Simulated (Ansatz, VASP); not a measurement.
SnSe2: VASP beside Ansatz

```xyz
3
Lattice="3.6960 0.0000 0.0000 -1.8480 3.2008 0.0000 0.0000 0.0000 4.7118" Properties=species:S:1:pos:R:3 pbc="T T T"
Sn    0.0000    0.0000    0.0000
Se    0.0000    2.1339    1.2493
Se    1.8480    1.0669    3.4625
```

Alike in both runs: task single point; functional PBE; dispersion D3(BJ); k mesh 12 × 12 × 6; occupations gaussian, width 0.03 eV; no spin polarisation.

|  | VASP | Ansatz |
| --- | --- | --- |
| version | VASP 6.6.1 | Ansatz 0.2.0 |
| potentials or method | VASP PAW PBE potentials, release 64 (Sn_d, Se), cutoff 500 eV | scalar-relativistic, plane waves, PAW |
| valence electrons in the cell | 26 | 46 |

Ansatz gave:

```
gap on the k mesh at the Fermi level (eV) : none
rms of the force components (eV/Å)        : 1.937
```

**Question.** Which values does VASP return?

**Answer.** gap on the k mesh at the Fermi level (eV): none; rms of the force components (eV/Å): 1.950.

Atom by atom the forces differ by 0.013 eV/Å (rms over components). A gap of «none» marks a metal or a gap that the smearing closes. VASP's potentials hold 26 valence electrons a cell and Ansatz's 46, so a difference there can come from the potentials and not from the codes.
